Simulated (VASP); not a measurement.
# VN2 (I4/mcm) in VASP: further runs, part 2 of 2

VASP 6.6.1. Earlier steps stand in the parts before.

### Step 3. Single point, PBE (strain -0.025 along x and y, +0.025 along z)

The input, INCAR:

```
ALGO = Fast
EDIFF = 1E-6
ENCUT = 520
GGA = PE
ISIF = 2
ISMEAR = 0
LASPH = T
LCHARG = F
LREAL = F
LWAVE = F
NBANDS = 32
NELM = 80
PREC = Accurate
SIGMA = 0.15
```

The input, KPOINTS:

```
k-points
0
Gamma
  16 16 16
```

The input, POSCAR:

```
VN2
1.0
   -2.0995152647      2.0995152647      2.5463471024
    2.0995152647     -2.0995152647      2.5463471024
    2.0995152647      2.0995152647     -2.5463471024
V N
2 4
Direct
    0.2500000000      0.2500000000      0.0000000000
    0.7500000000      0.7500000000      0.0000000000
    0.1135731475      0.6135731475      0.7271462950
    0.6135731475      0.8864268525      0.5000000000
    0.8864268525      0.3864268525      0.2728537050
    0.3864268525      0.1135731475      0.5000000000
```

Potentials or basis: VASP PAW PBE potentials, release 64 (V_sv, N).

Run with:

```bash
cat potpaw_PBE.64/V_sv/POTCAR potpaw_PBE.64/N/POTCAR > POTCAR
mpirun -np 1 vasp_std > vasp.out
```

OUTCAR:

```text
EDIFF = 1E-6
   ENCUT = 520
   GGA = PE
   ISIF = 2
   ISMEAR = 0
   LASPH = T
   LREAL = F
   NELM = 80
   PREC = Accurate

 ion  position               nearest neighbor table
   1  0.250  0.250  0.000-   4 2.12   3 2.12   5 2.12   4 2.12   6 2.12   6 2.12   3 2.12   5 2.12
                             2 2.55   2 2.55
   2  0.750  0.750  0.000-   6 2.12   3 2.12   5 2.12   6 2.12   5 2.12   4 2.12   4 2.12   3 2.12
                             1 2.55   1 2.55
   3  0.114  0.614  0.727-   5 1.35   2 2.12   1 2.12   1 2.12   2 2.12
   4  0.614  0.886  0.500-   6 1.35   1 2.12   1 2.12   2 2.12   2 2.12
   5  0.886  0.386  0.273-   3 1.35   2 2.12   1 2.12   2 2.12   1 2.12
   6  0.386  0.114  0.500-   4 1.35   2 2.12   2 2.12   1 2.12   1 2.12

  LATTYP: Found a body centered tetragonal cell.
 ALAT       =     4.1990305294
 C/A-ratio  =     1.2128261915

  Lattice vectors:

 A1 = (  -2.0995152647,   2.0995152647,   2.5463471024)
 A2 = (   2.0995152647,  -2.0995152647,   2.5463471024)
 A3 = (   2.0995152647,   2.0995152647,  -2.5463471024)

Analysis of symmetry for initial positions (statically):
=====================================================================
[... 183 lines left out ...]

 E-fermi :  11.9705     XC(G=0): -13.8097

 val. band max:       11.9688994976   @ k =  -0.3125   0.4375   0.2500
 cond. band min:      11.9711784749   @ k =  -0.1875   0.2500   0.1875
 fundamental gap:      0.0022789773
 Fermi energy:        11.9705283637

 k-point     1 :       0.0000    0.0000    0.0000
  band No.  band energies     occupation
      1     -53.6428      2.00000
      2     -53.4972      2.00000
      3     -27.7126      2.00000
      4     -27.5234      2.00000
      5     -27.5234      2.00000
      6     -27.4587      2.00000
[... 829 lines left out ...]
     31      14.4457      0.00000
     32      16.4375      0.00000

 [... further k-points ...]
[... 5 lines left out ...]
  --------------------------------------------------------------------------------------
  -------------------------------------------------------------------------------------
  Total        5.6646537      5.6646537     -1.1508125      0.0000000     -0.0000000      0.0000000
  in kB      202.1474542    202.1474542    -41.0676152      0.0000000     -0.0000000      0.0000000
  external PRESSURE =     121.0757644 kB  Pullay stress =       0.0000000 kB

 VOLUME and BASIS-vectors are now :
 -----------------------------------------------------------------------------
  energy-cutoff  :      520.00
  volume of cell :       44.90
      direct lattice vectors                 reciprocal lattice vectors
    -2.099515265  2.099515265  2.546347102     0.000000000  0.238150209  0.196359718
     2.099515265 -2.099515265  2.546347102     0.238150209  0.000000000  0.196359718
     2.099515265  2.099515265 -2.546347102     0.238150209  0.238150209  0.000000000

 POSITION                                       TOTAL-FORCE (eV/Angst)
 -----------------------------------------------------------------------------------
      0.00000      0.00000      1.27317         0.000000      0.000000      0.000000
      0.00000      0.00000      3.81952         0.000000      0.000000      0.000000
      2.57641      0.47690      0.00000         0.358545      0.358545     -0.000000
      1.62262      0.47690      2.54635        -0.358545      0.358545      0.000000
     -0.47690      1.62262      2.54635        -0.358545     -0.358545      0.000000
      0.47690      1.62262      0.00000         0.358545     -0.358545      0.000000
 -----------------------------------------------------------------------------------
    total drift:                                0.000000     -0.000000      0.000000

  FREE ENERGIE OF THE ION-ELECTRON SYSTEM (eV)
  ---------------------------------------------------
  free  energy   TOTEN  =       -53.1987823624 eV

  energy  without entropy=      -53.1700046592  energy(sigma->0) =      -53.18439351
```

OSZICAR:

```text
N       E                     dE             d eps       ncg     rms          rms(c)
DAV:   1     0.579127377385E+03    0.57913E+03   -0.26374E+04 22400   0.164E+03
DAV:   2    -0.220923636500E+02   -0.60122E+03   -0.55927E+03 24800   0.516E+02
DAV:   3    -0.648619684672E+02   -0.42770E+02   -0.41569E+02 24904   0.145E+02
DAV:   4    -0.658154350185E+02   -0.95347E+00   -0.94831E+00 27720   0.203E+01
DAV:   5    -0.658344637912E+02   -0.19029E-01   -0.19021E-01 25416   0.257E+00    0.428E+01
RMM:   6    -0.601333074019E+02    0.57012E+01   -0.65971E+01 24965   0.522E+01    0.230E+01
RMM:   7    -0.539828580361E+02    0.61504E+01   -0.12354E+01 22336   0.282E+01    0.165E+01
RMM:   8    -0.532530836644E+02    0.72977E+00   -0.19932E+00 25217   0.983E+00    0.300E+00
RMM:   9    -0.531951853037E+02    0.57898E-01   -0.39872E-01 27473   0.354E+00    0.854E-01
RMM:  10    -0.531986228314E+02   -0.34375E-02   -0.74058E-02 30139   0.141E+00    0.347E-01
RMM:  11    -0.531984906220E+02    0.13221E-03   -0.13147E-02 27148   0.762E-01    0.178E-01
RMM:  12    -0.531987599511E+02   -0.26933E-03   -0.41830E-03 29179   0.360E-01    0.127E-01
RMM:  13    -0.531987815892E+02   -0.21638E-04   -0.73515E-04 31860   0.150E-01    0.437E-02
RMM:  14    -0.531987849194E+02   -0.33302E-05   -0.79064E-05 29407   0.554E-02    0.317E-02
RMM:  15    -0.531987820735E+02    0.28459E-05   -0.15946E-05 25155   0.319E-02    0.735E-03
RMM:  16    -0.531987823624E+02   -0.28883E-06   -0.40378E-06 20454   0.127E-02
   1 F= -.53198782E+02 E0= -.53184394E+02  d E =-.287777E-01
```

Wall time 17 min (1 thread of AMD EPYC 9755, shared host); peak memory 0.43 GiB.

Results:

```
Free energy            : -53.1988 eV
Pressure               : 12.1 GPa
Largest force          : 0.507 eV/Å
Band gap on the k mesh : zero (bands 23 and 24 overlap by 0.42 eV)
```

Forces in eV/Å, atoms in the order of the input:
```
V    0.000  0.000  0.000
V    0.000  0.000  0.000
N    0.359  0.359  0.000
N   -0.359  0.359  0.000
N   -0.359 -0.359  0.000
N    0.359 -0.359  0.000
```

Stress tensor (GPa, compression positive):
```
20.21  0.00  0.00
 0.00 20.21  0.00
 0.00  0.00 -4.11
```

Caveat: the cell differs from its parent crystal (strain -0.025 along x and y, +0.025 along z); the stress differs along the axes, from -4 to 20 GPa; the run has no spin polarisation, though such a crystal can be magnetic.

### Step 4. Single point, PBE (strain -0.025 along x and y, +0.050 along z)

The input, INCAR:

```
  ALGO = Fast
  EDIFF = 1E-7
  ENCUT = 520
  GGA = PE
  ISIF = 2
  ISMEAR = 0
  LASPH = T
  LCHARG = F
  LREAL = F
  LWAVE = F
  NBANDS = 32
  NELM = 60
  PREC = Accurate
  SIGMA = 0.15
```

KPOINTS is that of step 3.

POSCAR, as its differences from that of step 3:

```diff
@@ -2,5 +2,5 @@
 1.0
-   -2.0995152647      2.0995152647      2.5463471024
-    2.0995152647     -2.0995152647      2.5463471024
-    2.0995152647      2.0995152647     -2.5463471024
+   -2.0995152647      2.0995152647      2.6084531293
+    2.0995152647     -2.0995152647      2.6084531293
+    2.0995152647      2.0995152647     -2.6084531293
 V N
```

Run with:

```bash
cat potpaw_PBE.64/V_sv/POTCAR potpaw_PBE.64/N/POTCAR > POTCAR
mpirun -np 1 vasp_std > vasp.out
```

Run time: 17 min. Hardware: 1 thread of AMD EPYC 9755, shared host; peak memory 0.43 GiB.

Results (log left out):

```
Free energy            : -53.1270 eV
Pressure               : 4.9 GPa
Largest force          : 0.412 eV/Å
Band gap on the k mesh : zero (bands 23 and 24 overlap by 0.49 eV)
```

Forces in eV/Å, atoms in the order of the input:
```
V    0.000  0.000  0.000
V    0.000  0.000  0.000
N    0.291  0.291  0.000
N   -0.291  0.291  0.000
N   -0.291 -0.291  0.000
N    0.291 -0.291  0.000
```

Stress tensor (GPa, compression positive):
```
 15.92   0.00   0.00
  0.00  15.92   0.00
  0.00   0.00 -17.21
```

Levels at points of the mesh, in eV from the Fermi level:
```
           k point  band 20  band 21  band 22  band 23  band 24  band 25  band 26  band 27
(0.00, 0.00, 0.00)    -2.86    -2.52    -2.52    -2.06     0.75     0.75     0.93     0.98
(0.50, 0.00, 0.00)    -3.21    -3.17    -3.17     0.24     0.24     0.77     0.77     0.85
(0.50, 0.50, 0.00)    -4.53    -2.69    -2.42    -1.01     0.31     0.58     1.25     1.65
(0.50, 0.50, 0.50)    -2.55    -2.55    -0.76    -0.32     0.15     0.20     0.55     1.63
```

Caveat: the cell differs from its parent crystal (strain -0.025 along x and y, +0.050 along z); the stress differs along the axes, from -17 to 16 GPa; the run has no spin polarisation, though such a crystal can be magnetic.

### Step 5. Overview

| cell | further INCAR settings | gap on the mesh (eV) | pressure (GPa) | largest force (eV/Å) |
| --- | --- | --- | --- | --- |
| a = 3.891 Å, angles 112.8, 112.8, 103.0°, 6 atoms | ALGO = Fast; EDIFF = 1e-07; NBANDS = 32 | none | 8.8 | 0.15 |
| a = 3.911 Å, angles 115.1, 115.1, 98.8°, 6 atoms | ALGO = Fast; EDIFF = 1e-06; NBANDS = 32 | none | 12.1 | 0.51 |
| a = 3.952 Å, angles 115.8, 115.8, 97.4°, 6 atoms | ALGO = Fast; EDIFF = 1e-07; NBANDS = 32 | none | 4.9 | 0.41 |

Alike in all rows: task single point; level PBE; potentials or basis VASP PAW PBE potentials, release 64 (V_sv, N); no spin polarisation; k mesh 16 × 16 × 16; cutoff (eV) 520; smearing gaussian 0.15 eV.

Caveats: the run has no spin polarisation, though such a crystal can be magnetic; the stress differs along the axes, from 4 to 18 GPa (at least some runs); the stress differs along the axes, from -4 to 20 GPa (at least some runs); the stress differs along the axes, from -17 to 16 GPa (at least some runs).

Total energies depend on the potentials used, so only differences within one code and one set of settings carry meaning.
